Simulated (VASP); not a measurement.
Wanted: the native input for a VASP 6.6.1 run.

| Item | Value |
| --- | --- |
| Task | single point |
| Functional | PBEsol |
| Dispersion | D3(BJ) |
| Potentials or basis | VASP PAW PBE potentials, release 64 (C) |
| Cutoff | 520 eV |
| k mesh | 21 × 21 × 8 |
| Occupations | gaussian, width 0.15 eV |
| Spin | no spin polarisation |
| Dipole correction | no |
| Further INCAR settings | ALGO = Normal; EDIFF = 1e-07; NBANDS = 16 |

The structure of C lies in POSCAR:

```
C
1.0
    2.5588153310      0.0000000000      0.0000000000
   -1.2794076655      2.2159990802      0.0000000000
    0.0000000000      0.0000000000      6.0718128989
C
4
Direct
    0.0000000000      0.0000000000      0.0025000000
    0.0000000000      0.0000000000      0.5025000000
    0.3333333333      0.6666666667      0.0025000000
    0.6666666667      0.3333333333      0.5025000000
```

This cell differs from its parent crystal: volume 8.607 Å^3 an atom, c/a of the conventional cell 2.3729.

The input as run:

INCAR

```
PREC = Accurate
ENCUT = 520
EDIFF = 1E-7
ISMEAR = 0
SIGMA = 0.15
LREAL = F
LASPH = T
NELM = 60
ALGO = Normal
ISIF = 2
LWAVE = F
LCHARG = F
GGA = PS
IVDW = 12
NBANDS = 16
```

KPOINTS

```
regular mesh
0
Gamma
  21 21 8
```

Potentials or basis: VASP PAW PBE potentials, release 64 (C).

Command:

```bash
$ cat potpaw_PBE.64/C/POTCAR > POTCAR
$ mpirun -np 1 vasp_std > vasp.out
```

Results of the run:

| Property | Result |
| --- | --- |
| Pressure | -30.3 GPa |
| Band gap on the k mesh | zero (band 8 reaches 4.83 eV, above the bottom of band 9 at 4.74 eV) |
| Dispersion energy per atom | -0.117 eV |

Caveat: the PAW data sets were made with another functional, which shifts forces and pressure a little.

Run time: 52 s on 1 thread of Intel(R) Xeon(R) 6975P-C (Granite Rapids), with other jobs on the host, peak memory 0.21 GiB.
